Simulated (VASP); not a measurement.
Crystal: Sb.

```xyz
2
Lattice="0.0000 3.3231 3.3231 3.3231 0.0000 3.3231 3.3231 3.3231 0.0000" Properties=species:S:1:pos:R:3 pbc="T T T"
Sb    0.8308    0.8308    0.8308
Sb    5.8154    5.8154    5.8154
```

| Property | Result |
| --- | --- |
| Program | VASP 6.6.1 |
| Task | relaxation of cell and atoms |
| Functional | revPBE |
| Potentials or basis | VASP PAW PBE potentials, release 64 (Sb) |
| Cutoff | 600 eV |
| k mesh | 8 × 8 × 8 |
| Occupations | fermi-dirac, width 0.1 eV |
| Spin | no spin polarisation |

At the start: pressure 7.5 GPa; volume 36.70 Å³/atom.

Q: Where does the relaxation end?

A: Over 5 steps the energy falls by 145.2 meV/atom and the volume is 43.90 Å³/atom (+19.6 %); space group Fd-3m (No. 227, to 0.05 Å).

The path:
```
step  energy change (eV)  largest force (eV/Å)  pressure (GPa)  volume (Å³)
   1              0.0000                0.0000            7.50        73.39
   2             -0.2629                0.0000           -1.55        93.20
   3             -0.2903                0.0000            0.05        87.66
   4             -0.2903                0.0000           -0.05        87.96
   5             -0.2903                0.0000            0.00        87.79
```

Final structure:
```xyz
2
Lattice="0.0000 3.5276 3.5276 3.5276 0.0000 3.5276 3.5276 3.5276 0.0000" Properties=species:S:1:pos:R:3 pbc="T T T"
Sb    0.8819    0.8819    0.8819
Sb    6.1733    6.1733    6.1733
```

Caveat: the volume moved by over 15 % at a fixed basis, so the end points are rough; the PAW data sets were made with another functional, which shifts forces and pressure a little.
